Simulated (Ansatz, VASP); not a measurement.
Be2ZnSe3: VASP beside Ansatz

Contents of INCAR:

```
SYSTEM = Be2ZnSe3
  PREC = Accurate
  ENCUT = 600
  EDIFF = 1E-6
  ISMEAR = 0
  SIGMA = 0.1
  LREAL = .FALSE.
  LASPH = .TRUE.
  NELM = 60
  ALGO = Normal
  ISIF = 3
  LWAVE = .FALSE.
  LCHARG = .FALSE.
  GGA = PE
  IBRION = 2
  NSW = 90
  EDIFFG = -0.04
```

File KPOINTS:

```
Automatic mesh
0
G
  6 6 4
  0 0 0
```

Contents of POSCAR:

```
Be2ZnSe3
1.0
    4.2927489700      0.0000000000      0.0000000000
   -2.1463744900      3.7176296600      0.0000000000
    0.0000000000      0.0000000000      5.3787517500
Be Zn Se
2 1 3
Direct
    0.0000000000      0.0000000000      0.2171988000
    0.0000000000      0.0000000000      0.7828012000
    0.0000000000      0.0000000000      0.5000000000
    0.5000000000      0.0000000000      0.0000000000
    0.0000000000      0.5000000000      0.0000000000
    0.5000000000      0.5000000000      0.0000000000
```

Input for Ansatz:

```yaml
crystal:
  lattice:
    - [4.29274897, 0.0, 0.0]
    - [-2.14637449, 3.71762966, 0.0]
    - [0.0, 0.0, 5.37875175]
  atoms:
    - { symbol: Be, position: [0.0, 0.0, 0.2171988] }
    - { symbol: Be, position: [0.0, 0.0, 0.7828012] }
    - { symbol: Zn, position: [0.0, 0.0, 0.5] }
    - { symbol: Se, position: [0.5, 0.0, 0.0] }
    - { symbol: Se, position: [0.0, 0.5, 0.0] }
    - { symbol: Se, position: [0.5, 0.5, 0.0] }
basis:
  ecutwfc: 420
kpoints:
  mp_grid: { grid: [6, 6, 4] }
hamiltonian:
  xc: pbe
scf:
  occupations: { method: gaussian, width: 0.1 }
  lower_state_search: "off"
output:
  forces: true
  stress: true
  eigenvalues: true
relax:
  adjacent_minimum: "off"
  f_tol: 0.04
  max_steps: 70
  cell: { stress_tol: 0.4 }
```

Alike in both runs: task relaxation of cell and atoms; functional PBE; k mesh 6 × 6 × 4; occupations gaussian, width 0.1 eV; no spin polarisation.

|  | VASP | Ansatz |
| --- | --- | --- |
| version | VASP 6.6.1 | Ansatz 0.2.0 |
| potentials or method | VASP PAW PBE potentials, release 64 (Be, Zn, Se), cutoff 600 eV | scalar-relativistic, plane waves, PAW |
| valence electrons in the cell | 34 | 64 |

|  | VASP | Ansatz | Ansatz less VASP |
| --- | --- | --- | --- |
| gap on the k mesh at the Fermi level, each at its own relaxed structure (eV) | none | none | - |
| relaxed volume (Å³/atom) | 28.50 | 28.60 | +0.103 |
| relaxed length of the cell vector where the two differ most in proportion (Å) | 5.440 | 5.452 | +0.0121 |

A gap of «none» marks a metal or a gap that the smearing closes. VASP's potentials hold 34 valence electrons a cell and Ansatz's 64, so a difference there can come from the potentials and not from the codes.

Noted on VASP's run: the volume moved by over 15 % at a fixed basis, so the end points are rough.
